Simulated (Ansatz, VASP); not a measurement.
## Mo: VASP beside Ansatz

```
CELL_PARAMETERS angstrom
-1.54566 1.54566 1.62294
1.54566 -1.54566 1.62294
1.54566 1.54566 -1.62294
ATOMIC_POSITIONS crystal
Mo 0.00000 0.00000 0.00000
```

Alike in both runs: task single point; functional PBEsol; k mesh 24 × 24 × 24; occupations gaussian, width 0.15 eV; no spin polarisation.

```csv
,VASP,Ansatz
version,VASP 6.6.1,Ansatz 0.2.0
potentials or method,"VASP PAW PBE potentials, release 64 (Mo_sv), cutoff 520 eV","scalar-relativistic, plane waves, PAW"
valence electrons in the cell,14,14
```

```csv
,VASP,Ansatz,Ansatz less VASP
gap on the k mesh at the Fermi level (eV),none,none,-
pressure (GPa),-2.4,-2.9,-0.53
"traceless stress, the component that is largest in VASP (GPa)",-9.74,-9.75,-0.006
```

VASP's potentials were made for PBE, not for PBEsol. A gap of «none» marks a metal or a gap that the smearing closes. The functional is the same, so the differences come from potentials, cutoffs and numerics.
